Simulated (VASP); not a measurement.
# Si16C17 (a cell with a defect) in VASP: single point with PBE

Aim: the single point of Si16C17 (a cell with a defect) with PBE.

All numbers are computed with VASP 6.6.1; they aren't measurements. Logs are shortened: lines on timing, memory, paths and dates and some standing lists are left out, and cuts for length are marked.

### Step 1. The cell of the first run

The cell holds a defect, 33 atoms: a = 6.188 Å, b = 6.188 Å, c = 10.129 Å, α = 90.00°, β = 90.00°, γ = 120.00°.

### Step 2. Single point, PBE

Input file INCAR:

```
ALGO = Normal
EDIFF = 1E-6
ENCUT = 520
GGA = PE
GGA_COMPAT = False
ISIF = 2
ISMEAR = -1
LASPH = True
LCHARG = True
LELF = True
LREAL = Auto
LVHAR = True
LWAVE = False
NBANDS = 88
NELM = 120
PREC = Accurate
SIGMA = 0.01
```

Input file KPOINTS:

```
Automatic mesh
0
Gamma
  2 2 2
  0.5 0.5 0.5
```

Input file POSCAR:

```
Si16C17
1.0
    6.1879230300      0.0000000600      0.0000000000
   -3.0939615600      5.3588985100      0.0000000000
    0.0000000000      0.0000000000     10.1287833600
Si C
16 17
Direct
    0.2893140000      0.1348208500      0.9370638100
    0.1671517800      0.3426668100      0.4371882000
    0.0040355000      0.0476967500      0.6791829600
   -0.0199072500      0.0023400700      0.1978473400
    0.3233434500      0.6679606600      0.9389839300
    0.1628934900      0.8377516300      0.4387446800
    0.0103224400      0.5014694000      0.6863758300
   -0.0100605700      0.5037453500      0.1898693100
    0.8162507100      0.1680557700      0.9440999300
    0.6631995200      0.3369709000      0.4372233000
    0.5049103200      0.0035161300      0.6831040900
    0.4854454100      0.0014188900      0.1886332300
    0.8228451200      0.6702193100      0.9502530000
    0.6577799500      0.8353936500      0.4365607800
    0.5126801300      0.5175217100      0.6855157700
    0.4867859000      0.4989330600      0.1856695200
    0.3561830500      0.1789965800      0.7365204500
    0.1570059200      0.3395504000      0.2532778500
   -0.0047013200      0.0056360100      0.4985991300
   -0.0333442800      0.0010755400      0.0185943400
    0.3420821100      0.6716053700      0.7501832000
    0.1521704500      0.8375665600      0.2532037200
   -0.0015240300      0.5039527000      0.5011251900
   -0.0107268200      0.5028920000      0.0036590600
    0.8291332300      0.1774566100      0.7529900200
    0.6553298400      0.3366421500      0.2510356300
    0.4977271000      0.0027080000      0.4991738900
    0.4822394000     -0.0010153800      0.0029803500
    0.8579686800      0.6703548700      0.7498034100
    0.6456260100      0.8314018900      0.2535513800
    0.5020638600      0.5060286300      0.5011224500
    0.4790447700      0.4891040900     -0.0010320900
    0.0845256200     -0.0904371900      0.8107551800
```

Potentials or basis: VASP PAW PBE potentials, release 64 (Si, C).

Run with:

```sh
cat potpaw_PBE.64/Si/POTCAR potpaw_PBE.64/C/POTCAR > POTCAR
mpirun -np 1 vasp_std > vasp.out
```

OUTCAR:

```text
EDIFF = 1E-6
   ENCUT = 520
   GGA = PE
   ISIF = 2
   ISMEAR = -1
   LASPH = True
   LREAL = Auto
   NELM = 120
   PREC = Accurate

 ion  position               nearest neighbor table
   1  0.289  0.135  0.937-  33 1.85  28 1.89  20 1.92  32 2.00  17 2.06  13 2.88   5 3.00   9 3.04
                             3 3.05  12 3.11   4 3.12
   2  0.167  0.343  0.437-  18 1.86  23 1.88  31 1.91  19 1.91   3 2.92   4 3.04   7 3.04  14 3.04
                            16 3.07   6 3.08  10 3.09   8 3.09  10 3.10   6 3.11  15 3.12  14 3.15
   3  0.004  0.048  0.679-  33 1.78  25 1.80  19 1.84  17 1.99  29 2.16   7 2.79   2 2.92  11 2.96
                            15 3.04   1 3.05  14 3.09   6 3.14
   4  0.980  0.002  0.198-  20 1.82  30 1.88  22 1.89  18 1.89  14 2.97   2 3.04  12 3.06   6 3.07
                             8 3.07  13 3.08  16 3.09  16 3.11   8 3.12   9 3.12   1 3.12  12 3.13
   5  0.323  0.668  0.939-  28 1.89  32 1.89  24 1.91  21 1.92   1 3.00   7 3.06  16 3.07   9 3.07
                            13 3.09  12 3.10  13 3.11   8 3.11   9 3.12
   6  0.163  0.838  0.439-  22 1.88  27 1.90  23 1.90  19 1.90  12 3.07   4 3.07  14 3.07   2 3.08
                            11 3.08   7 3.09   8 3.09  10 3.09  10 3.10   2 3.11  14 3.12   3 3.14
   7  0.010  0.501  0.686-  29 1.84  25 1.87  23 1.88  21 1.89   3 2.79   2 3.04   5 3.06  15 3.06
                            11 3.08   6 3.09  11 3.10  15 3.13  10 3.14
   8  0.990  0.504  0.190-  24 1.89  18 1.89  26 1.90  22 1.90  13 3.01  10 3.06   9 3.07  12 3.07
                             4 3.07  16 3.09   6 3.09   2 3.09  16 3.10   5 3.11  12 3.12   4 3.12
   9  0.816  0.168  0.944-  20 1.86  28 1.89  24 1.89  25 1.94   1 3.04  12 3.05   8 3.07   5 3.07
                            13 3.09  13 3.10   5 3.12   4 3.12  11 3.13
  10  0.663  0.337  0.437-  31 1.88  26 1.89  27 1.90  23 1.91   8 3.06  11 3.07  15 3.08  14 3.09
                             2 3.09   6 3.09  12 3.09   6 3.10   2 3.10  14 3.10  16 3.13   7 3.14
  11  0.505  0.004  0.683-  17 1.82  27 1.86  25 1.88  21 1.90   3 2.96  15 3.03  14 3.03  10 3.07
                             6 3.08   7 3.08   7 3.10   9 3.13
  12  0.485  0.001  0.189-  28 1.88  30 1.89  22 1.90  26 1.90   9 3.05   4 3.06   6 3.07   8 3.07
                            16 3.07  10 3.09   5 3.10  14 3.10   1 3.11  16 3.11   8 3.12   4 3.13
  13  0.823  0.670  0.950-  24 1.87  20 1.91  32 1.91  29 2.04  33 2.10   1 2.88  16 2.99   8 3.01
                             4 3.08   5 3.09   9 3.09   9 3.10   5 3.11
  14  0.658  0.835  0.437-  30 1.85  27 1.87  31 1.88  19 1.91   4 2.97  11 3.03   2 3.04  15 3.04
                             6 3.07  10 3.09   3 3.09  12 3.10  10 3.10  16 3.12   6 3.12   2 3.15
  15  0.513  0.518  0.686-  21 1.86  31 1.87  17 1.89  29 1.97  11 3.03   3 3.04  14 3.04   7 3.06
                            10 3.08   2 3.12   7 3.13
  16  0.487  0.499  0.186-  32 1.89  26 1.89  18 1.90  30 1.91  13 2.99   5 3.07   2 3.07  12 3.07
                             4 3.09   8 3.09   8 3.10   4 3.11  12 3.11  14 3.12  10 3.13
  17  0.356  0.179  0.737-  11 1.82  33 1.84  15 1.89   3 1.99   1 2.06
  18  0.157  0.340  0.253-   2 1.86   8 1.89   4 1.89  16 1.90
  19  0.995  0.006  0.499-   3 1.84   6 1.90   2 1.91  14 1.91
  20  0.967  0.001  0.019-   4 1.82   9 1.86  13 1.91   1 1.92
  21  0.342  0.672  0.750-  15 1.86   7 1.89  11 1.90   5 1.92
  22  0.152  0.838  0.253-   6 1.88   4 1.89   8 1.90  12 1.90
  23  0.998  0.504  0.501-   7 1.88   2 1.88   6 1.90  10 1.91
  24  0.989  0.503  0.004-  13 1.87   8 1.89   9 1.89   5 1.91
  25  0.829  0.177  0.753-   3 1.80   7 1.87  11 1.88   9 1.94
  26  0.655  0.337  0.251-  10 1.89  16 1.89   8 1.90  12 1.90
  27  0.498  0.003  0.499-  11 1.86  14 1.87   6 1.90  10 1.90
  28  0.482  0.999  0.003-  12 1.88   9 1.89   5 1.89   1 1.89
  29  0.858  0.670  0.750-  33 1.57   7 1.84  15 1.97  13 2.04   3 2.16
  30  0.646  0.831  0.254-  14 1.85   4 1.88  12 1.89  16 1.91
  31  0.502  0.506  0.501-  15 1.87  14 1.88  10 1.88   2 1.91
  32  0.479  0.489  0.999-  16 1.89   5 1.89  13 1.91   1 2.00
  33  0.085  0.910  0.811-  29 1.57   3 1.78  17 1.84   1 1.85  13 2.10

  LATTYP: Found a hexagonal cell.
 ALAT       =     6.1879230300
 C/A-ratio  =     1.6368631786

  Lattice vectors:

 A1 = (   6.1879230300,   0.0000000600,   0.0000000000)
 A2 = (  -3.0939615600,   5.3588985100,   0.0000000000)
 A3 = (   0.0000000000,   0.0000000000,  10.1287833600)

Analysis of symmetry for initial positions (statically):
=====================================================================
 Subroutine PRICEL returns:
 Original cell was already a primitive cell.

 Routine SETGRP: Setting up the symmetry group for a
 hexagonal supercell.

 Subroutine GETGRP returns: Found  1 space group operations
 (whereof  1 operations were pure point group operations)
 out of a pool of 24 trial point group operations.

The static configuration has the point symmetry C_1 .

Analysis of symmetry for dynamics (positions and initial velocities):
=====================================================================
 Subroutine PRICEL returns:
 Original cell was already a primitive cell.

[... 121 lines left out ...]

 Found     12 irreducible k-points:

 Following reciprocal coordinates:
            Coordinates               Weight
  0.250000  0.250000  0.250000      2.000000
 -0.250000  0.500000  0.250000      2.000000
  0.500000  0.250000  0.250000      2.000000
 -0.250000 -0.250000  0.250000      2.000000
  0.250000  0.500000  0.250000      2.000000
  0.500000 -0.250000  0.250000      2.000000
 -0.250000  0.250000  0.250000      2.000000
 -0.250000  0.000000  0.250000      2.000000
  0.000000 -0.250000  0.250000      2.000000
  0.250000 -0.250000  0.250000      2.000000
  0.250000 -0.000000  0.250000      2.000000
 -0.000000  0.250000  0.250000      2.000000
   k-points           NKPTS =     12   k-points in BZ     NKDIM =     12   number of bands    NBANDS=     88
   number of dos      NEDOS =    301   number of ions     NIONS =     33
   total plane-waves  NPLWV = 184320
   dimension x,y,z NGX =    48 NGY =   48 NGZ =   80
   dimension x,y,z NGXF=    96 NGYF=   96 NGZF=  160
   ions per type =              16  17
   NGX,Y,Z   is equivalent  to a cutoff of  12.90, 12.90, 13.13 a.u.
   NGXF,Y,Z  is equivalent  to a cutoff of  25.79, 25.79, 26.26 a.u.
 SYSTEM =  unknown system
   PREC   = accura    normal or accurate (medium, high low for compatibility)
   ISTART =      0    job   : 0-new  1-cont  2-samecut
   ICHARG =      2    charge: 1-file 2-atom 10-const
   ISPIN  =      1    spin polarized calculation?
   LNONCOLLINEAR =      F non collinear calculations
   LSORBIT =      F    spin-orbit coupling
   LASPH  =      T    aspherical Exc in radial PAW
   ENCUT  =  520.0 eV  38.22 Ry    6.18 a.u.  11.51 11.51 18.83*2*pi/ulx,y,z
   NELM   =    120;   NELMIN=  2; NELMDL= -5     # of ELM steps
   EDIFF  = 0.1E-05   stopping-criterion for ELM
   LREAL  =      T    real-space projection
   EDIFFG = 0.1E-04   stopping-criterion for IOM
   NSW    =      0    number of steps for IOM
   IBRION =     -1    ionic relax: 0-MD 1-quasi-New 2-CG
   NFREE  =      0    steps in history (QN), initial steepest desc. (CG)
   ISIF   =      2    stress and relaxation
   ISYM   =      2    0-nonsym 1-usesym 2-fastsym
   POTIM  = 0.5000    time-step for ionic-motion
   TEBEG  =    0.0;   TEEND  =   0.0 temperature during run
   PSTRESS=    0.0 pullay stress
   NELECT =     132.0000    total number of electrons
   NUPDOWN=      -1.0000    fix difference up-down
   EMIN   =  10.00;   EMAX   =-10.00  energy-range for DOS
   EFERMI =   0.00;   METHOD = LEGACY
   ISMEAR =    -1;   SIGMA  =   0.01  broadening in eV -4-tet -1-fermi 0-gaus
   EFERMI_NEDOS =   21; number of points for ismear=-14 and -15
   IALGO  =     38    algorithm
   IMIX   =      4    mixing-type and parameters
     AMIX     =   0.40;   BMIX     =  1.00
     AMIX_MAG =   1.60;   BMIX_MAG =  1.00
  volume/ion in A,a.u.               =      10.18        68.68
  Fermi-wavevector in a.u.,A,eV,Ry     =   1.199150  2.266065 19.564648  1.437961
  Thomas-Fermi vector in A             =   2.335020
   LORBIT       =      0    0 simple, 1 ext, 2 COOP (PROOUT), +10 PAW based schemes
   GGA     = PE    functional components
   LHFCALC =     F    Hartree Fock is set to
   AEXX    =    0.0000 exact exchange contribution
   IVDW    =     0    specifies the selected vdW correction
   LEPSILON=     F    determine dielectric tensor
   LRPA    =     F    only Hartree local field effects (RPA)
 non-spin polarized calculation
  energy-cutoff  :      520.00
  volume of cell :      335.88
 maximum number of plane-waves:      9064
 NGX is ok and might be reduce to    48
   NGX = 23   NGY = 23   NGZ = 37

 number of electron     132.0000001 magnetization

 Free energy of the ion-electron system (eV)
  ---------------------------------------------------
  ext. energy  EPLUGINS =         0.00000000
  ---------------------------------------------------
  free energy    TOTEN  =      -242.00713825 eV

  energy without entropy =     -242.00713825  energy(sigma->0) =     -242.00713825

 E-fermi :   9.6677     XC(G=0): -11.4109

 val. band max:        9.4580185506   @ k =  -0.2500   0.5000   0.2500
 cond. band min:       9.8705347668   @ k =   0.2500  -0.2500   0.2500
 fundamental gap:      0.4125162163
 Fermi energy:         9.6677264822

 k-point     1 :       0.2500    0.2500    0.2500
  band No.  band energies     occupation
      1      -7.6642      2.00000
      2      -6.2166      2.00000
      3      -5.7981      2.00000
      4      -5.4753      2.00000
      5      -5.0397      2.00000
      6      -4.8648      2.00000
[... 961 lines left out ...]
     77      13.2227      0.00000
     78      13.3255      0.00000
 [bands above 78 left out]

------------------------ aborting loop because EDIFF is reached ----------------------------------------

  FORCE on cell =-STRESS in cart. coord.  units (eV):
  Direction    XX          YY          ZZ          XY          YZ          ZX
  --------------------------------------------------------------------------------------
  -------------------------------------------------------------------------------------
  Total       10.4018917      4.0382977     16.0542923     -9.9413400     -1.8881286     -5.4763007
  in kB       49.6186783     19.2633226     76.5815283    -47.4217733     -9.0066738    -26.1228256
  external PRESSURE =      48.4878431 kB  Pullay stress =       0.0000000 kB

 VOLUME and BASIS-vectors are now :
 -----------------------------------------------------------------------------
  energy-cutoff  :      520.00
  volume of cell :      335.88
      direct lattice vectors                 reciprocal lattice vectors
     6.187923030  0.000000060  0.000000000     0.161605112  0.093302757  0.000000000
    -3.093961560  5.358898510  0.000000000    -0.000000002  0.186605511  0.000000000
     0.000000000  0.000000000 10.128783360     0.000000000  0.000000000  0.098728541

 POSITION                                       TOTAL-FORCE (eV/Angst)
 -----------------------------------------------------------------------------------
      1.37312      0.72249      9.49132         0.344267      0.486218      0.206586
     -0.02588      1.83632      4.42818         0.110133      0.058928      0.094115
     -0.12260      0.25560      6.87930        -0.027463     -0.044132     -0.010149
      6.05750      0.01254      2.00395        -0.041579      0.152884      0.166366
     -0.06582      3.57953      9.51076        -0.111856      0.041696      0.043363
     -1.58400      4.48943      4.44395         0.101237     -0.091623      0.111557
[... 25 lines left out ...]
      1.45102      2.62106     10.11833         0.065890     -0.007289     -0.126383
     -2.29111      4.87425      8.21196        -0.248128     -0.538177     -0.354943
 -----------------------------------------------------------------------------------
    total drift:                               -0.029459     -0.030231     -0.028188

  FREE ENERGIE OF THE ION-ELECTRON SYSTEM (eV)
  ---------------------------------------------------
  free  energy   TOTEN  =      -242.0071382538 eV

  energy  without entropy=     -242.0071382537  energy(sigma->0) =     -242.00713825
```

It took 17 min on 1 thread of Oxide Virtual Turin-like, shared host; peak memory 0.49 GiB.

Results:

- Free energy: -242.0071 eV
- Pressure: 4.8 GPa
- Largest force: 0.691 eV/Å
- Band gap on the k mesh: 0.41 eV

Forces on the atoms (eV/Å):
```
Si   0.344  0.486  0.207
Si   0.110  0.059  0.094
Si  -0.027 -0.044 -0.010
Si  -0.042  0.153  0.166
Si  -0.112  0.042  0.043
Si   0.101 -0.092  0.112
Si  -0.018 -0.284  0.085
Si  -0.064  0.031  0.113
Si  -0.179  0.101  0.023
Si   0.071  0.025  0.171
Si   0.292  0.077  0.209
Si  -0.090  0.096  0.105
Si  -0.155 -0.287 -0.154
Si   0.133 -0.128  0.054
Si   0.088 -0.081 -0.073
Si  -0.171  0.081  0.226
C   -0.159  0.290  0.390
C    0.097 -0.167 -0.163
C   -0.122  0.091 -0.079
C    0.119  0.172 -0.270
C   -0.104  0.032 -0.169
C    0.128 -0.072 -0.091
C   -0.048  0.045 -0.068
C    0.104 -0.060 -0.085
C   -0.039 -0.051  0.007
C    0.173 -0.126 -0.146
C   -0.093  0.031 -0.109
C    0.057  0.011 -0.151
C   -0.254  0.088  0.472
C    0.245 -0.087 -0.238
C   -0.205  0.113 -0.189
C    0.066 -0.007 -0.126
C   -0.248 -0.538 -0.355
```

Levels at points of the mesh, in eV from the valence-band top:
```csv
k point,band 62,band 63,band 64,band 65,band 66,band 67,band 68,band 69,band 70,band 71
"(0.25, 0.25, 0.25)",-2.46,-2.27,-1.94,-1.01,-0.19,1.63,2.09,2.40,2.62,2.80
```

Caveat: the k points lie up to 0.59 Å⁻¹ apart.
